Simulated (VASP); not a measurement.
# Be (P6_3/mmc) in VASP: a series of runs

The runs below take Be through relaxation of cell and atoms, single point, with PBE.

All numbers are computed with VASP 6.6.1; they aren't measurements. Logs are shortened: lines on timing, memory, paths and dates and some standing lists are left out, and cuts for length are marked.

### 1 The cell of the first run

Symmetry: P6_3/mmc, No. 194, hexagonal system. Conventional cell: a = 2.264 Å, b = 2.264 Å, c = 3.550 Å, α = 90.00°, β = 90.00°, γ = 120.00°. Within 2.9 Å of Be (site symmetry -6m2) lie 12 Be at 2.20 to 2.26 Å.

### 2 Relaxation of cell and atoms, PBE

Input file INCAR:

```
ALGO = Normal
EDIFF = 1E-6
EDIFFG = -0.01
ENCUT = 600
GGA = PE
IBRION = 2
ISIF = 3
ISMEAR = 0
LASPH = True
LCHARG = False
LREAL = False
LWAVE = False
NELM = 80
NSW = 100
PREC = Accurate
SIGMA = 0.1
```

Input file KPOINTS:

```
k-points
0
Gamma
  27 27 16
```

Input file POSCAR:

```
Be
1.0
    2.2638933596      0.0000000000      0.0000000000
   -1.1319466798      1.9605891609      0.0000000000
    0.0000000000      0.0000000000      3.5500712201
Be
2
Direct
    0.3333333333      0.6666666667      0.2500000000
    0.6666666667      0.3333333333      0.7500000000
```

Potentials or basis: VASP PAW PBE potentials, release 64 (Be).

Launch:

```bash
$ cat potpaw_PBE.64/Be/POTCAR > POTCAR
$ mpirun -np 1 vasp_std > vasp.out
```

OUTCAR:

```text
EDIFF = 1E-6
   EDIFFG = -0.01
   ENCUT = 600
   GGA = PE
   IBRION = 2
   ISIF = 3
   ISMEAR = 0
   LASPH = True
   LREAL = False
   NELM = 80
   NSW = 100
   PREC = Accurate

 ion  position               nearest neighbor table
   1  0.333  0.667  0.250-   2 2.20   2 2.20   2 2.20   2 2.20   2 2.20   2 2.20
   2  0.667  0.333  0.750-   1 2.20   1 2.20   1 2.20   1 2.20   1 2.20   1 2.20

  LATTYP: Found a hexagonal cell.
 ALAT       =     2.2638933596
 C/A-ratio  =     1.5681265220

  Lattice vectors:

 A1 = (   2.2638933596,   0.0000000000,   0.0000000000)
 A2 = (  -1.1319466798,   1.9605891609,   0.0000000000)
 A3 = (   0.0000000000,   0.0000000000,   3.5500712201)

Analysis of symmetry for initial positions (statically):
=====================================================================
 Subroutine PRICEL returns:
 Original cell was already a primitive cell.

 Routine SETGRP: Setting up the symmetry group for a
 hexagonal supercell.

 Subroutine GETGRP returns: Found 24 space group operations
 (whereof 12 operations were pure point group operations)
 out of a pool of 24 trial point group operations.

The static configuration has the point symmetry D_3d.
 The point group associated with its full space group is D_6h.

Analysis of symmetry for dynamics (positions and initial velocities):
=====================================================================
 Subroutine PRICEL returns:
 Original cell was already a primitive cell.

 Routine SETGRP: Setting up the symmetry group for a
 hexagonal supercell.

 Subroutine GETGRP returns: Found 24 space group operations
 (whereof 12 operations were pure point group operations)
 out of a pool of 24 trial point group operations.

The dynamic configuration has the point symmetry D_3d.
 The point group associated with its full space group is D_6h.

 Subroutine INISYM returns: Found 24 space group operations
 (whereof 12 operations are pure point group operations),
 and found     1 'primitive' translations

----------------------------------------------------------------------------------------

                                     Primitive cell

  volume of cell :      15.7572

  direct lattice vectors                    reciprocal lattice vectors
     2.263893360  0.000000000  0.000000000     0.441716919  0.255025382  0.000000000
    -1.131946680  1.960589161  0.000000000     0.000000000  0.510050764  0.000000000
     0.000000000  0.000000000  3.550071220     0.000000000  0.000000000  0.281684490

  length of vectors
     2.263893360  2.263893360  3.550071220     0.510050764  0.510050764  0.281684490

  position of ions in fractional coordinates (direct lattice)
     0.333333333  0.666666667  0.250000000
     0.666666667  0.333333333  0.750000000

  ion indices of the primitive-cell ions
   primitive index   ion index
                 1           1
                 2           2

----------------------------------------------------------------------------------------

 KPOINTS: k-points

Automatic generation of k-mesh.
 Grid dimensions read from file:
 generate k-points for:   27   27   16

 Generating k-lattice:

  Cartesian coordinates                     Fractional coordinates (reciprocal lattice)
     0.016359886  0.009445385  0.000000000     0.037037037 -0.000000000  0.000000000
     0.000000000  0.018890769  0.000000000     0.000000000  0.037037037  0.000000000
     0.000000000  0.000000000  0.017605281     0.000000000  0.000000000  0.062500000

  Length of vectors
     0.018890769  0.018890769  0.017605281

[... 49 lines left out ...]
   LSORBIT =      F    spin-orbit coupling
   LASPH  =      T    aspherical Exc in radial PAW
   ENCUT  =  600.0 eV  44.10 Ry    6.64 a.u.   4.52  4.52  7.09*2*pi/ulx,y,z
   NELM   =     80;   NELMIN=  2; NELMDL= -5     # of ELM steps
   EDIFF  = 0.1E-05   stopping-criterion for ELM
   LREAL  =      F    real-space projection
   EDIFFG = -.1E-01   stopping-criterion for IOM
   NSW    =    100    number of steps for IOM
   IBRION =      2    ionic relax: 0-MD 1-quasi-New 2-CG
   NFREE  =      1    steps in history (QN), initial steepest desc. (CG)
   ISIF   =      3    stress and relaxation
   ISYM   =      2    0-nonsym 1-usesym 2-fastsym
   POTIM  = 0.5000    time-step for ionic-motion
   TEBEG  =    0.0;   TEEND  =   0.0 temperature during run
   PSTRESS=    0.0 pullay stress
   NELECT =       4.0000    total number of electrons
   NUPDOWN=      -1.0000    fix difference up-down
   EMIN   =  10.00;   EMAX   =-10.00  energy-range for DOS
   EFERMI =   0.00;   METHOD = LEGACY
   ISMEAR =     0;   SIGMA  =   0.10  broadening in eV -4-tet -1-fermi 0-gaus
   EFERMI_NEDOS =   21; number of points for ismear=-14 and -15
   IALGO  =     38    algorithm
   IMIX   =      4    mixing-type and parameters
     AMIX     =   0.40;   BMIX     =  1.00
     AMIX_MAG =   1.60;   BMIX_MAG =  1.00
  volume/ion in A,a.u.               =       7.88        53.17
  Fermi-wavevector in a.u.,A,eV,Ry     =   1.036577  1.958847 14.619353  1.074492
  Thomas-Fermi vector in A             =   2.170974
   LORBIT       =      0    0 simple, 1 ext, 2 COOP (PROOUT), +10 PAW based schemes
   GGA     = PE    functional components
   LHFCALC =     F    Hartree Fock is set to
   AEXX    =    0.0000 exact exchange contribution
   IVDW    =     0    specifies the selected vdW correction
   LEPSILON=     F    determine dielectric tensor
   LRPA    =     F    only Hartree local field effects (RPA)
 conjugate gradient relaxation of ions
 non-spin polarized calculation
 Gauss-broadening in eV      SIGMA  =   0.10
  energy-cutoff  :      600.00
  volume of cell :       15.76
 maximum number of plane-waves:       541
 NGX is ok and might be reduce to    18
   NGX =  9   NGY =  9   NGZ = 15

--------------------------------------- Ionic step        1  -------------------------------------------

 number of electron       4.0000000 magnetization

 Free energy of the ion-electron system (eV)
  ---------------------------------------------------
  ext. energy  EPLUGINS =         0.00000000
  ---------------------------------------------------
  free energy    TOTEN  =        -7.53440834 eV

  energy without entropy =       -7.53371145  energy(sigma->0) =       -7.53405989

------------------------ aborting loop because EDIFF is reached ----------------------------------------

  FORCE on cell =-STRESS in cart. coord.  units (eV):
  Direction    XX          YY          ZZ          XY          YZ          ZX
  --------------------------------------------------------------------------------------
  -------------------------------------------------------------------------------------
  Total        0.0339137      0.0339137      0.1339667      0.0000000     -0.0000000      0.0000000
  in kB        3.4483129      3.4483129     13.6215907      0.0000000     -0.0000000      0.0000000
  external PRESSURE =       6.8394055 kB  Pullay stress =       0.0000000 kB

 VOLUME and BASIS-vectors are now :
 -----------------------------------------------------------------------------
  energy-cutoff  :      600.00
  volume of cell :       15.76
      direct lattice vectors                 reciprocal lattice vectors
     2.263893360  0.000000000  0.000000000     0.441716919  0.255025382  0.000000000
    -1.131946680  1.960589161  0.000000000     0.000000000  0.510050764  0.000000000
     0.000000000  0.000000000  3.550071220     0.000000000  0.000000000  0.281684490

 POSITION                                       TOTAL-FORCE (eV/Angst)
 -----------------------------------------------------------------------------------
     -0.00000      1.30706      0.88752         0.000000     -0.000000      0.000000
      1.13195      0.65353      2.66255        -0.000000      0.000000      0.000000
 -----------------------------------------------------------------------------------
    total drift:                                0.000000     -0.000000      0.000000

  FREE ENERGIE OF THE ION-ELECTRON SYSTEM (eV)
  ---------------------------------------------------
  free  energy   TOTEN  =        -7.5344083411 eV

  energy  without entropy=       -7.5337114477  energy(sigma->0) =       -7.53405989

--------------------------------------- Ionic step        2  -------------------------------------------

 number of electron       4.0000000 magnetization

 Free energy of the ion-electron system (eV)
  ---------------------------------------------------
  ext. energy  EPLUGINS =         0.00000000
  ---------------------------------------------------
  free energy    TOTEN  =        -7.53466430 eV

  energy without entropy =       -7.53396951  energy(sigma->0) =       -7.53431691

 E-fermi :   6.9388     XC(G=0): -10.6010

 val. band max:        6.9163955329   @ k =   0.2963   0.2963   0.1875
 cond. band min:       6.9500186231   @ k =   0.2593   0.2593   0.1250
 fundamental gap:      0.0336230902
 Fermi energy:         6.9387543573

 k-point     1 :       0.0000    0.0000    0.0000
  band No.  band energies     occupation
      1      -4.3299      2.00000
      2       2.5937      2.00000
      3       8.1508      0.00000
      4      22.9575      0.00000
      5      22.9575      0.00000
      6      25.8113      0.00000
[... 199 lines left out ...]
 k-point    24 :       0.3704    0.0370    0.0000
  band No.  band energies     occupation
      1       0.0117      2.00000
      2       6.2658      2.00000
      3       8.1894      0.00000
      4      13.1339      0.00000
      5      16.3805      0.00000
      6      16.8346      0.00000

 [... further k-points ...]
[... 5 lines left out ...]
  --------------------------------------------------------------------------------------
  -------------------------------------------------------------------------------------
  Total        0.0030811      0.0030811      0.0089406      0.0000000      0.0000000      0.0000000
  in kB        0.3117675      0.3117675      0.9046617      0.0000000      0.0000000      0.0000000
  external PRESSURE =       0.5093989 kB  Pullay stress =       0.0000000 kB

 VOLUME and BASIS-vectors are now :
 -----------------------------------------------------------------------------
  energy-cutoff  :      600.00
  volume of cell :       15.83
      direct lattice vectors                 reciprocal lattice vectors
     2.265745325  0.000000000  0.000000000     0.441355870  0.254816931  0.000000000
    -1.132872663  1.962193010  0.000000000     0.000000000  0.509633861  0.000000000
     0.000000000 -0.000000000  3.561543114     0.000000000 -0.000000000  0.280777171

 POSITION                                       TOTAL-FORCE (eV/Angst)
 -----------------------------------------------------------------------------------
     -0.00000      1.30813      0.89039         0.000000      0.000000      0.000000
      1.13287      0.65406      2.67116        -0.000000     -0.000000      0.000000
 -----------------------------------------------------------------------------------
    total drift:                                0.000000     -0.000000      0.000000

  FREE ENERGIE OF THE ION-ELECTRON SYSTEM (eV)
  ---------------------------------------------------
  free  energy   TOTEN  =        -7.5346643012 eV

  energy  without entropy=       -7.5339695117  energy(sigma->0) =       -7.53431691

 reached required accuracy - stopping structural energy minimisation
```

Run time: 96 s. Hardware: 1 thread of Intel Xeon 8259CL, shared host; peak memory 0.19 GiB.

What came out:

```
Free energy                            : -7.5347 eV
Relaxed volume                         : 7.92 Å³/atom
Relaxed cell                           : a = 2.266 Å, b = 2.266 Å, c = 3.562 Å, α = 90.00°, β = 90.00°, γ = 120.00°
Space group after relaxing (to 0.05 Å) : P6_3/mmc (No. 194)
Energy gained by relaxing              : 0.1 meV/atom
Ionic steps                            : 2
Pressure after relaxing                : 0.1 GPa
Band gap on the k mesh                 : zero (band 2 reaches 8.07 eV, above the bottom of band 3 at 5.91 eV)
```

The path:
```csv
step,energy change (eV),largest force (eV/Å),pressure (GPa),volume (Å³)
1,0.0000,0.0000,0.68,15.76
2,-0.0003,0.0000,0.05,15.83
```

Final structure:
```
CELL_PARAMETERS angstrom
2.26575 0.00000 0.00000
-1.13287 1.96219 0.00000
0.00000 0.00000 3.56154
ATOMIC_POSITIONS crystal
Be 0.33333 0.66667 0.25000
Be 0.66667 0.33333 0.75000
```

Levels at points of the mesh, in eV from the Fermi level:
```csv
k point,band 1,band 2,band 3,band 4,band 5
"(0.00, 0.00, 0.00)",-11.27,-4.35,1.21,16.02,16.02
"(0.00, 0.00, 0.50)",-9.10,-9.10,10.83,10.83,17.67
```

### 3 Relaxation of cell and atoms, PBE

This run uses another cell than the first one, of 7.91 Å³/atom, 1.003 times its volume.

Input file INCAR:

```
SYSTEM = Be
PREC = Accurate ; ENCUT = 600
EDIFF = 1E-7 ; ISMEAR = 0
SIGMA = 0.1 ; LREAL = .False.
LASPH = .True. ; NELM = 80
ALGO = Normal ; ISIF = 3
LWAVE = .False. ; LCHARG = .False.
GGA = PE ; IBRION = 2
NSW = 100 ; EDIFFG = -0.01
```

Input file KPOINTS:

```
Automatic mesh
0
Gamma
  27 27 16
  0 0 0
```

Input file POSCAR:

```
Be
1.0
    2.2619748670      0.0000000000      0.0000000000
   -1.1309874335      1.9589276976      0.0000000000
    0.0000000000      0.0000000000      3.5680556417
Be
2
Direct
    0.3333333333      0.6666666667      0.2500000000
    0.6666666667      0.3333333333      0.7500000000
```

Potentials or basis: VASP PAW PBE potentials, release 64 (Be).

Launch:

```bash
$ cat potpaw_PBE.64/Be/POTCAR > POTCAR
$ mpirun -np 1 vasp_std > vasp.out
```

Wall time 1.8 min (1 thread of Intel Xeon 8259CL, shared host); peak memory 0.19 GiB.

It converged, with:

| Quantity | Value |
| --- | --- |
| Free energy | -7.5347 eV |
| Relaxed volume | 7.92 Å³/atom |
| Relaxed cell | a = 2.265 Å, b = 2.265 Å, c = 3.563 Å, α = 90.00°, β = 90.00°, γ = 120.00° |
| Space group after relaxing (to 0.05 Å) | P6_3/mmc (No. 194) |
| Energy gained by relaxing | 0.1 meV/atom |
| Ionic steps | 2 |
| Pressure after relaxing | 0.1 GPa |
| Band gap on the k mesh | zero (band 2 reaches 8.06 eV, above the bottom of band 3 at 5.92 eV) |

Stress tensor (GPa, compression positive):
```
 0.11  0.00  0.00
 0.00  0.11  0.00
 0.00  0.00 -0.07
```

The path:
| step | energy change (eV) | largest force (eV/Å) | pressure (GPa) | volume (Å³) |
| --- | --- | --- | --- | --- |
| 1 | 0.0000 | 0.0000 | 0.20 | 15.81 |
| 2 | -0.0001 | 0.0000 | 0.05 | 15.83 |

Final structure:
```xyz
2
Lattice="2.2652 0.0000 0.0000 -1.1326 1.9617 0.0000 0.0000 0.0000 3.5630" Properties=species:S:1:pos:R:3 pbc="T T T"
Be    0.0000    1.3078    0.8908
Be    1.1326    0.6539    2.6723
```

Levels at points of the mesh, in eV from the Fermi level:
| k point | band 1 | band 2 | band 3 | band 4 | band 5 | band 6 |
| --- | --- | --- | --- | --- | --- | --- |
| (0.00, 0.00, 0.00) | -11.27 | -4.35 | 1.20 | 16.03 | 16.03 | 18.88 |
| (0.00, 0.00, 0.50) | -9.11 | -9.11 | 10.80 | 10.80 | 17.68 | 17.68 |

[end of part 1 of 2]
